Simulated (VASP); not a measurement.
# Ga (C2/c) in VASP: a series of runs

Runs on Ga. Level: BLYP. Tasks: single point.

All numbers are computed with VASP 6.6.1; they aren't measurements. Logs are shortened: lines on timing, memory, paths and dates and some standing lists are left out, and cuts for length are marked.

## 1. The cell of the first run

It takes space group C2/c (No. 15, monoclinic). Conventional cell: a = 2.804 Å, b = 6.984 Å, c = 4.026 Å, α = 90.00°, β = 98.84°, γ = 90.00°. Within 3.8 Å of Ga (site symmetry 2) lie 14 Ga at 2.76 to 3.76 Å.

## 2. Single point, BLYP (19.48 Å³/atom)

The input, INCAR:

```
AGGAC = 1.0
AGGAX = 1.0
ALDAC = 0.0
ALDAX = 1.0
ALGO = Normal
EDIFF = 1E-7
ENCUT = 520
GGA = B5
ISIF = 2
ISMEAR = -1
LASPH = True
LCHARG = False
LREAL = False
LWAVE = False
NBANDS = 20
NELM = 80
PREC = Accurate
SIGMA = 0.1
```

The input, KPOINTS:

```
k-points
0
Gamma
  15 15 9
```

The input, POSCAR:

```
Ga
1.0
   -2.5707855731      2.3676371985      1.3947320522
    2.3676371985     -2.5707855731      1.3947320522
    2.9563251029      2.9563251029     -1.7667986724
Ga
2
Direct
    0.9901287980      0.0098712020      0.0000000000
    0.7598712020      0.2401287980      0.5000000000
```

Potentials or basis: VASP PAW PBE potentials, release 64 (Ga_d).

Run with:

```sh
> cat potpaw_PBE.64/Ga_d/POTCAR > POTCAR
> mpirun -np 1 vasp_std > vasp.out
```

OUTCAR:

```text
EDIFF = 1E-7
   ENCUT = 520
   GGA = B5
   ISIF = 2
   ISMEAR = -1
   LASPH = True
   LREAL = False
   NELM = 80
   PREC = Accurate

 ion  position               nearest neighbor table
   1  0.990  0.010  0.000-   2 2.76   2 2.76   2 2.78   2 2.78
   2  0.760  0.240  0.500-   1 2.76   1 2.76   1 2.78   1 2.78

  Warning from LATTYP: Got some problem with cell dimensions!
  Tried to take original basis but could not verify dimensions!
  LATTYP: Found a base centered monoclinic cell.
 ALAT       =     2.8042197692
 B/A-ratio  =     2.4905267900
 C/A-ratio  =     1.4355664776
 COS(beta)  =    -0.1536109475

  Lattice vectors:

 A1 = (   2.5707855731,  -2.3676371985,  -1.3947320522)
 A2 = (  -2.3676371985,   2.5707855731,  -1.3947320522)
 A3 = (   2.7531767283,   2.7531767283,   1.0226654320)

Analysis of symmetry for initial positions (statically):
=====================================================================
 Subroutine PRICEL returns:
 Original cell was already a primitive cell.

 Routine SETGRP: Setting up the symmetry group for a
 base centered monoclinic supercell.

 Subroutine GETGRP returns: Found  4 space group operations
 (whereof  2 operations were pure point group operations)
 out of a pool of  4 trial point group operations.

The static configuration has the point symmetry C_2 .
 The point group associated with its full space group is C_2h.

Analysis of symmetry for dynamics (positions and initial velocities):
=====================================================================
 Subroutine PRICEL returns:
 Original cell was already a primitive cell.

 Routine SETGRP: Setting up the symmetry group for a
 base centered monoclinic supercell.

 Subroutine GETGRP returns: Found  4 space group operations
 (whereof  2 operations were pure point group operations)
 out of a pool of  4 trial point group operations.

The dynamic configuration has the point symmetry C_2 .
 The point group associated with its full space group is C_2h.

 Subroutine INISYM returns: Found  4 space group operations
 (whereof  2 operations are pure point group operations),
 and found     1 'primitive' translations

----------------------------------------------------------------------------------------

                                     Primitive cell

  volume of cell :      38.9525

  direct lattice vectors                    reciprocal lattice vectors
    -2.570785573  2.367637199  1.394732052     0.010751020  0.213244822  0.374804748
     2.367637199 -2.570785573  1.394732052     0.213244822  0.010751020  0.374804748
     2.956325103  2.956325103 -1.766798672     0.176825003  0.176825003  0.025755278

  length of vectors
     3.762967162  3.762967162  4.538864811     0.431355466  0.431355466  0.251391125

  position of ions in fractional coordinates (direct lattice)
     0.990128798  0.009871202  0.000000000
     0.759871202  0.240128798  0.500000000

  ion indices of the primitive-cell ions
   primitive index   ion index
                 1           1
                 2           2

----------------------------------------------------------------------------------------

 KPOINTS: k-points

Automatic generation of k-mesh.
 Grid dimensions read from file:
 generate k-points for:   15   15    9

 Generating k-lattice:

  Cartesian coordinates                     Fractional coordinates (reciprocal lattice)
     0.000716735  0.014216321  0.024986983     0.066666667  0.000000000 -0.000000000
     0.014216321  0.000716735  0.024986983     0.000000000  0.066666667 -0.000000000
     0.019647223  0.019647223  0.002861698     0.000000000  0.000000000  0.111111111

  Length of vectors
     0.028757031  0.028757031  0.027932347

  Shift w.r.t. Gamma in fractional coordinates (k-lattice)
     0.000000000  0.000000000  0.000000000

 Subroutine IBZKPT returns following result:
 ===========================================

 Found    544 irreducible k-points:

 Following reciprocal coordinates:
            Coordinates               Weight
  0.000000  0.000000  0.000000      1.000000
  0.066667  0.000000 -0.000000      4.000000
  0.133333 -0.000000 -0.000000      4.000000
  0.200000 -0.000000  0.000000      4.000000
  0.266667 -0.000000 -0.000000      4.000000
  0.333333 -0.000000 -0.000000      4.000000
[... 16 lines left out ...]
  0.133333  0.133333 -0.000000      2.000000
  0.200000  0.133333 -0.000000      4.000000
 [... further k-points ...]
   k-points           NKPTS =    544   k-points in BZ     NKDIM =    544   number of bands    NBANDS=     20
   number of dos      NEDOS =    301   number of ions     NIONS =      2
   total plane-waves  NPLWV =  28224
   dimension x,y,z NGX =    28 NGY =   28 NGZ =   36
   dimension x,y,z NGXF=    56 NGYF=   56 NGZF=   72
   ions per type =               2
   NGX,Y,Z   is equivalent  to a cutoff of  12.37, 12.37, 13.19 a.u.
   NGXF,Y,Z  is equivalent  to a cutoff of  24.74, 24.74, 26.37 a.u.
 SYSTEM =  unknown system
   PREC   = accura    normal or accurate (medium, high low for compatibility)
   ISTART =      0    job   : 0-new  1-cont  2-samecut
   ICHARG =      2    charge: 1-file 2-atom 10-const
   ISPIN  =      1    spin polarized calculation?
   LNONCOLLINEAR =      F non collinear calculations
   LSORBIT =      F    spin-orbit coupling
   LASPH  =      T    aspherical Exc in radial PAW
   ENCUT  =  520.0 eV  38.22 Ry    6.18 a.u.   7.00  7.00  8.44*2*pi/ulx,y,z
   NELM   =     80;   NELMIN=  2; NELMDL= -5     # of ELM steps
   EDIFF  = 0.1E-06   stopping-criterion for ELM
   LREAL  =      F    real-space projection
   EDIFFG = 0.1E-05   stopping-criterion for IOM
   NSW    =      0    number of steps for IOM
   IBRION =     -1    ionic relax: 0-MD 1-quasi-New 2-CG
   NFREE  =      0    steps in history (QN), initial steepest desc. (CG)
   ISIF   =      2    stress and relaxation
   ISYM   =      2    0-nonsym 1-usesym 2-fastsym
   POTIM  = 0.5000    time-step for ionic-motion
   TEBEG  =    0.0;   TEEND  =   0.0 temperature during run
   PSTRESS=    0.0 pullay stress
   NELECT =      26.0000    total number of electrons
   NUPDOWN=      -1.0000    fix difference up-down
   EMIN   =  10.00;   EMAX   =-10.00  energy-range for DOS
   EFERMI =   0.00;   METHOD = LEGACY
   ISMEAR =    -1;   SIGMA  =   0.10  broadening in eV -4-tet -1-fermi 0-gaus
   EFERMI_NEDOS =   21; number of points for ismear=-14 and -15
   IALGO  =     38    algorithm
   IMIX   =      4    mixing-type and parameters
     AMIX     =   0.40;   BMIX     =  1.00
     AMIX_MAG =   1.60;   BMIX_MAG =  1.00
  volume/ion in A,a.u.               =      19.48       131.43
  Fermi-wavevector in a.u.,A,eV,Ry     =   1.430718  2.703666 27.850515  2.046955
  Thomas-Fermi vector in A             =   2.550533
   LORBIT       =      0    0 simple, 1 ext, 2 COOP (PROOUT), +10 PAW based schemes
   GGA     = B5    functional components
   LHFCALC =     F    Hartree Fock is set to
   AEXX    =    0.0000 exact exchange contribution
   IVDW    =     0    specifies the selected vdW correction
   LEPSILON=     F    determine dielectric tensor
   LRPA    =     F    only Hartree local field effects (RPA)
 non-spin polarized calculation
  energy-cutoff  :      520.00
  volume of cell :       38.95
 maximum number of plane-waves:      1065
   NGX = 13   NGY = 13   NGZ = 17

 number of electron      25.9999990 magnetization

 Free energy of the ion-electron system (eV)
  ---------------------------------------------------
  ext. energy  EPLUGINS =         0.00000000
  ---------------------------------------------------
  free energy    TOTEN  =        -4.22840559 eV

  energy without entropy =       -4.20254141  energy(sigma->0) =       -4.21547350

 E-fermi :   5.6114     XC(G=0): -10.2403

 val. band max:        5.6075638201   @ k =  -0.3333  -0.3333   0.4444
 cond. band min:       5.6221267148   @ k =  -0.3333   0.0000   0.2222
 fundamental gap:      0.0145628947
 Fermi energy:         5.6114050541

 k-point     1 :       0.0000    0.0000    0.0000
  band No.  band energies     occupation
      1      -9.5571      2.00000
      2      -9.4961      2.00000
      3      -9.4884      2.00000
      4      -9.4834      2.00000
      5      -9.2392      2.00000
      6      -9.2321      2.00000
[... 12 lines left out ...]
     19      16.6090      0.00000
     20      18.7344      0.00000

 k-point     2 :       0.0667    0.0000   -0.0000
  band No.  band energies     occupation
      1      -9.5561      2.00000
      2      -9.4849      2.00000
      3      -9.4798      2.00000
      4      -9.4637      2.00000
      5      -9.2570      2.00000
      6      -9.2480      2.00000
[... 12 lines left out ...]
     19      15.7311      0.00000
     20      19.1891      0.00000

 k-point     3 :       0.1333   -0.0000   -0.0000
  band No.  band energies     occupation
      1      -9.5469      2.00000
      2      -9.4634      2.00000
      3      -9.4509      2.00000
      4      -9.4122      2.00000
      5      -9.2910      2.00000
      6      -9.2743      2.00000
[... 12 lines left out ...]
     19      15.7147      0.00000
     20      18.0130      0.00000

 k-point     4 :       0.2000   -0.0000    0.0000
  band No.  band energies     occupation
      1      -9.5279      2.00000
      2      -9.4371      2.00000
      3      -9.4142      2.00000
      4      -9.3560      2.00000
      5      -9.3128      2.00000
      6      -9.3044      2.00000
[... 12 lines left out ...]
     19      15.3843      0.00000
     20      16.1470      0.00000

 k-point     5 :       0.2667   -0.0000   -0.0000
  band No.  band energies     occupation
      1      -9.5062      2.00000
      2      -9.4202      2.00000
      3      -9.3969      2.00000
      4      -9.3547      2.00000
      5      -9.3178      2.00000
      6      -9.2799      2.00000
[... 12 lines left out ...]
     19      14.7552      0.00000
     20      15.2291      0.00000
[... 353 lines left out ...]
      6      -9.2422      2.00000
[... 12 lines left out ...]
     19      16.2448      0.00000
     20      19.6263      0.00000

 k-point    22 :      -0.0667    0.0667    0.0000
  band No.  band energies     occupation
      1      -9.5535      2.00000
      2      -9.5063      2.00000
      3      -9.4857      2.00000
      4      -9.4723      2.00000
      5      -9.2435      2.00000
      6      -9.2351      2.00000
[... 12 lines left out ...]
     19      16.9593      0.00000
     20      19.0961      0.00000

 k-point    23 :       0.1333    0.1333   -0.0000
  band No.  band energies     occupation
      1      -9.5125      2.00000
      2      -9.4128      2.00000
      3      -9.4056      2.00000
      4      -9.3613      2.00000
      5      -9.3172      2.00000
      6      -9.2808      2.00000
[... 12 lines left out ...]
     19      13.4276      0.00000
     20      15.9115      0.00000

 k-point    24 :       0.2000    0.1333   -0.0000
  band No.  band energies     occupation
      1      -9.4956      2.00000
      2      -9.4344      2.00000
      3      -9.3884      2.00000
      4      -9.3792      2.00000
      5      -9.2930      2.00000
      6      -9.2864      2.00000
[... 12 lines left out ...]
     19      14.7775      0.00000
     20      15.1663      0.00000

 [... further k-points ...]

------------------------ aborting loop because EDIFF is reached ----------------------------------------

  FORCE on cell =-STRESS in cart. coord.  units (eV):
  Direction    XX          YY          ZZ          XY          YZ          ZX
  --------------------------------------------------------------------------------------
  -------------------------------------------------------------------------------------
  Total        1.3373697      1.3373697      1.1814281      0.0090203      0.0104304      0.0104304
  in kB       55.0081070     55.0081070     48.5939847      0.3710193      0.4290180      0.4290200
  external PRESSURE =      52.8700663 kB  Pullay stress =       0.0000000 kB

 VOLUME and BASIS-vectors are now :
 -----------------------------------------------------------------------------
  energy-cutoff  :      520.00
  volume of cell :       38.95
      direct lattice vectors                 reciprocal lattice vectors
    -2.570785573  2.367637199  1.394732052     0.010751020  0.213244822  0.374804748
     2.367637199 -2.570785573  1.394732052     0.213244822  0.010751020  0.374804748
     2.956325103  2.956325103 -1.766798672     0.176825003  0.176825003  0.025755278

 POSITION                                       TOTAL-FORCE (eV/Angst)
 -----------------------------------------------------------------------------------
     -2.52204      2.31889      1.39473        -0.001402      0.001402      0.000000
      0.09323      2.65994      0.51133         0.001402     -0.001402     -0.000000
 -----------------------------------------------------------------------------------
    total drift:                                0.000000     -0.000000      0.000000

  FREE ENERGIE OF THE ION-ELECTRON SYSTEM (eV)
  ---------------------------------------------------
  free  energy   TOTEN  =        -4.2284055867 eV

  energy  without entropy=       -4.2025414058  energy(sigma->0) =       -4.21547350
```

It took 6.5 min on 1 thread of Oxide Virtual Turin-like, shared host; peak memory 0.4 GiB.

What came out:

```
Free energy            : -4.2284 eV
Pressure               : 5.3 GPa
Band gap on the k mesh : zero (bands 13 and 14 overlap by 7.44 eV)
```

Stress tensor (GPa, compression positive):
```
5.50 0.04 0.04
0.04 5.50 0.04
0.04 0.04 4.86
```

Levels at points of the mesh, in eV from the Fermi level:
| k point | band 10 | band 11 | band 12 | band 13 | band 14 | band 15 | band 16 | band 17 |
| --- | --- | --- | --- | --- | --- | --- | --- | --- |
| (0.00, 0.00, 0.00) | -14.67 | -10.80 | -1.55 | -1.47 | 0.90 | 5.18 | 9.43 | 10.09 |

Caveat: the cell stands under pressure; the PAW data sets were made with another functional, which shifts forces and pressure a little.

## 3. Single point, BLYP (20.36 Å³/atom)

This run uses another cell than the first one, of 20.36 Å³/atom.

The input, INCAR:

```
PREC = Accurate ; ENCUT = 520
EDIFF = 1E-7 ; ISMEAR = -1
SIGMA = 0.1 ; LREAL = False
LASPH = True ; NELM = 100
ALGO = Normal ; ISIF = 2
LWAVE = False ; LCHARG = False
GGA = B5 ; ALDAX = 1.0
AGGAX = 1.0 ; AGGAC = 1.0
ALDAC = 0.0 ; NBANDS = 20
```

The input, KPOINTS:

```
regular mesh
0
Gamma
  15 15 9
```

The input, POSCAR:

```
Ga
1.0
   -2.6091611648      2.4029802777      1.4155520180
    2.4029802777     -2.6091611648      1.4155520180
    3.0004558644      3.0004558644     -1.7931726901
Ga
2
Direct
    0.9901287980      0.0098712020      0.0000000000
    0.7598712020      0.2401287980      0.5000000000
```

Potentials or basis: VASP PAW PBE potentials, release 64 (Ga_d).

Run with:

```sh
> cat potpaw_PBE.64/Ga_d/POTCAR > POTCAR
> mpirun -np 1 vasp_std > vasp.out
```

It took 7.3 min on 1 thread of Oxide Virtual Turin-like, shared host; peak memory 0.41 GiB.

Results (log left out):

```
Free energy            : -4.2743 eV
Pressure               : 3.1 GPa
Band gap on the k mesh : zero (bands 13 and 14 overlap by 7.10 eV)
```

Stress tensor (GPa, compression positive):
```
 3.29  0.07 -0.01
 0.07  3.29 -0.01
-0.01 -0.01  2.69
```

Levels at points of the mesh, in eV from the Fermi level:
```tsv
k point	band 10	band 11	band 12	band 13	band 14	band 15	band 16	band 17
(0.00, 0.00, 0.00)	-14.66	-10.49	-1.72	-1.37	0.90	5.15	9.08	9.74
```

Caveat: the cell stands under pressure; the PAW data sets were made with another functional, which shifts forces and pressure a little.
